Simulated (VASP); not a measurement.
The system is GaSb.

```
Ga Sb
1.0
     0.00000    3.06588    3.06588
     3.06588    0.00000    3.06588
     3.06588    3.06588    0.00000
Ga Sb
1 1
Direct
  0.00000 0.00000 0.00000
  0.25000 0.25000 0.25000
```

Base run:

```yaml
Program: VASP 6.6.1
Functional: PBE
Potentials_or_basis: VASP PAW PBE potentials, release 64 (Ga_d, Sb)
Cutoff: 520 eV
k_mesh: 8 × 8 × 8
Occupations: fermi-dirac, width 0.02 eV
Spin: no spin polarisation
```

Its results: band gap on the k mesh zero (filled and empty bands touch); pressure 2.1 GPa.

**Question.** The run is repeated on the same cell with these changes: functional from PBE to r2SCAN; further incar settings from ALGO = Normal; EDIFF = 1e-07; NBANDS = 16 to ALGO = Normal; EDIFF = 1e-06; NBANDS = 16. What comes out?

**Answer.** Band gap on the k mesh 0.40 eV; pressure 0.1 GPa.

Caveats: semilocal functionals underestimate gaps, and a narrow one can read as zero; spin-orbit coupling is left out, which moves the levels of the heavy elements; the PAW data sets were made with another functional, which shifts forces and pressure a little (at least some runs).

A k mesh can miss the band edges.
